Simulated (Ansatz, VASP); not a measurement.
P: VASP beside Ansatz

```
P
1.0
     4.95671    0.00000    0.00000
     0.00000    4.95671    0.00000
     0.00000    0.00000    4.95671
P
8
Direct
  0.00000 0.00000 0.00000
  0.50000 0.50000 0.50000
  0.25000 0.00000 0.50000
  0.75000 0.00000 0.50000
  0.50000 0.25000 0.00000
  0.50000 0.75000 0.00000
  0.00000 0.50000 0.25000
  0.00000 0.50000 0.75000
```

Alike in both runs: task relaxation of cell and atoms; functional RPBE; k mesh 5 × 5 × 5; occupations fermi-dirac, width 0.1 eV; no spin polarisation.

|  | VASP | Ansatz |
| --- | --- | --- |
| version | VASP 6.6.1 | Ansatz 0.2.0 |
| potentials or method | VASP PAW PBE potentials, release 64 (P), cutoff 600 eV | plane waves (420 eV) with PAW, scalar-relativistic |
| valence electrons in the cell | 40 | 40 |

VASP gave:

* relaxed volume (Å³/atom): 14.85
* relaxed cell length with the largest relative difference (Å): 4.916

**Question.** What did Ansatz give for the same quantities?

**Answer.** Relaxed volume (Å³/atom): 14.94; relaxed cell length with the largest relative difference (Å): 4.925.

VASP's potentials were made for PBE, not for RPBE.
